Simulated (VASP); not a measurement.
The system is CoO.

```
Co O
1.0
     1.50547    0.86918    2.43993
    -1.50547    0.86918    2.43993
     0.00000   -1.73837    2.43993
Co O
1 1
Direct
  0.00000 0.00000 0.00000
  0.50000 0.50000 0.50000
```

Base run:

```yaml
Program: VASP 6.6.1
Functional: PBEsol
Potentials_or_basis: VASP PAW PBE potentials, release 64 (Co, O)
Cutoff: 520 eV
k_mesh: 11 × 11 × 11
Occupations: fermi-dirac, width 0.05 eV
Spin: collinear spin, ferromagnetic start
Starting_moments: "[2.0, 0.0] μB"
Hubbard_terms: Co d U = 5.0 eV
```

Its results: band gap on the k mesh zero (filled and empty bands overlap); pressure -8.0 GPa; net moment 3.00 μB per cell; site moments Co +2.77; O +0.22 μB.

Task: The run is repeated on the same cell with these changes: hubbard terms from Co d U = 5.0 eV to Co d U = 1.0 eV; further incar settings from ALGO = Normal; EDIFF = 1e-07; NBANDS = 18 to ALGO = Normal; EDIFF = 1e-06; NBANDS = 18. What comes out?

Result: Band gap on the k mesh zero (filled and empty bands overlap); pressure -9.1 GPa; net moment 2.99 μB per cell; site moments Co +2.64; O +0.31 μB.

Caveats: the cell stands under tension; the PAW data sets were made with another functional, which shifts forces and pressure a little; a cell with one magnetic atom can't hold antiferromagnetic order, which such compounds often take.
